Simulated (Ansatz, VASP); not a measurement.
## Two plane-wave programs on Al

The input POSCAR:

```
Al
1.0
   -1.5046853432      1.5046853432      1.5943685756
    1.5046853432     -1.5046853432      1.5943685756
    1.6840518080      1.6840518080     -1.5943685756
Al
1
Direct
    0.0000000000      0.0000000000      0.0000000000
```

INCAR.step1

```
SYSTEM = Al
ALGO     = Normal         ! electronic algorithm
EDIFF    = 1E-4           ! SCF threshold, eV
ENCUT    = 520            ! plane-wave cutoff, eV
GGA      = PE             ! functional
ISMEAR   = 0              ! smearing method
LASPH    = .TRUE.         ! aspherical terms in the spheres
LCHARG   = .FALSE.        ! write CHGCAR
LREAL    = .FALSE.        ! projectors in reciprocal space
LWAVE    = .TRUE.         ! write WAVECAR
NBANDS   = 8              ! bands
NELM     = 80             ! most SCF steps
PREC     = Accurate       ! precision mode
SIGMA    = 0.15           ! smearing width, eV
```

File INCAR.step2:

```
SYSTEM = Al
ALGO     = Normal         ! electronic algorithm
EDIFF    = 1E-6           ! SCF threshold, eV
ENCUT    = 520            ! plane-wave cutoff, eV
ISIF     = 2              ! what is computed and relaxed
ISMEAR   = 0              ! smearing method
ISTART   = 1            
LASPH    = .TRUE.         ! aspherical terms in the spheres
LCHARG   = .FALSE.        ! write CHGCAR
LMIXTAU  = .TRUE.       
LREAL    = .FALSE.        ! projectors in reciprocal space
LWAVE    = .FALSE.        ! write WAVECAR
METAGGA  = R2SCAN         ! meta-GGA
NBANDS   = 8              ! bands
NELM     = 80             ! most SCF steps
PREC     = Accurate       ! precision mode
SIGMA    = 0.15           ! smearing width, eV
```

KPOINTS

```
k-points
0
G
  26 26 26
  0 0 0
```

Input for Ansatz:

```yaml
crystal:
  lattice:
    - [-1.5046853432, 1.5046853432, 1.5943685756]
    - [1.5046853432, -1.5046853432, 1.5943685756]
    - [1.684051808, 1.684051808, -1.5943685756]
  atoms:
    - { symbol: Al, position: [0.0, 0.0, 0.0] }
basis:
  ecutwfc: 500
kpoints:
  mp_grid: { grid: [26, 26, 26] }
hamiltonian:
  xc: r2scan
scf:
  occupations: { method: gaussian, width: 0.15 }
output:
  forces: true
  stress: true
  eigenvalues: true
```

Change from the starting cell: strain +0.1125 x Voigt [0, 0, 0, 0, 0, 1], atoms carried along.

Alike in both runs: task single point; functional r2SCAN; k mesh 26 × 26 × 26; occupations gaussian, width 0.15 eV; no spin polarisation.

|  | VASP | Ansatz |
| --- | --- | --- |
| version | VASP 6.6.1 | Ansatz 0.2.0 |
| potentials or method | VASP PAW PBE potentials, release 64 (Al), cutoff 520 eV | scalar-relativistic, plane waves, PAW |
| valence electrons in the cell | 3 | 3 |

Ansatz gave:

| Quantity | Value |
| --- | --- |
| gap on the k mesh at the Fermi level (eV) | none |
| pressure (GPa) | 1.5 |
| traceless stress, the component that is largest in VASP (GPa) | -6.46 |

Task: Which values does VASP return?

Result: gap on the k mesh at the Fermi level (eV): none; pressure (GPa): 1.2; traceless stress, the component that is largest in VASP (GPa): -6.44.

VASP's potentials were made for PBE, not for r2SCAN. A gap of «none» marks a metal or a gap that the smearing closes. The functional is the same, so the differences come from potentials, cutoffs and numerics.
